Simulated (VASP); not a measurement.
Here is a VASP 6.6.1 calculation.

Contents of INCAR:

```
PREC = Accurate
ENCUT = 600
EDIFF = 1E-6
ISMEAR = 0
SIGMA = 0.02
LREAL = F
LASPH = T
NELM = 150
ALGO = Normal
ISIF = 3
LWAVE = F
LCHARG = F
ISPIN = 2
MAGMOM = 0.61 0.61
LORBIT = 11
GGA = PS
IBRION = 2
NSW = 70
EDIFFG = -0.005
```

The input KPOINTS:

```
Automatic mesh
0
Gamma
  9 9 9
```

POSCAR

```
O
1.0
    1.7637033856      1.0182746245      3.8818702962
   -1.7637033856      1.0182746245      3.8818702962
    0.0000000000     -2.0365492489      3.8818702962
O
2
Direct
    0.9476824978      0.9476824978      0.9476824978
    0.0523175022      0.0523175022      0.0523175022
```

Potentials or basis: VASP PAW PBE potentials, release 64 (O).

Command:

```console
$ cat potpaw_PBE.64/O/POTCAR > POTCAR
$ mpirun -np 1 vasp_std > vasp.out
```

Estimate the site moments.

O +0.81 μB.

What does it give for the band gap on the k mesh?

1.55 eV, indirect (least direct gap 1.57 eV).

Estimate the net moment.

2.00 μB per cell.

Forces in eV/Å, atoms in the order of the input:
```
O    0.000  0.000 -0.003
O    0.000  0.000  0.003
```

Caveat: the standard files for N, O and F lose accuracy on very short bonds; the PAW data sets were made with another functional, which shifts forces and pressure a little. A k mesh can miss the band edges.
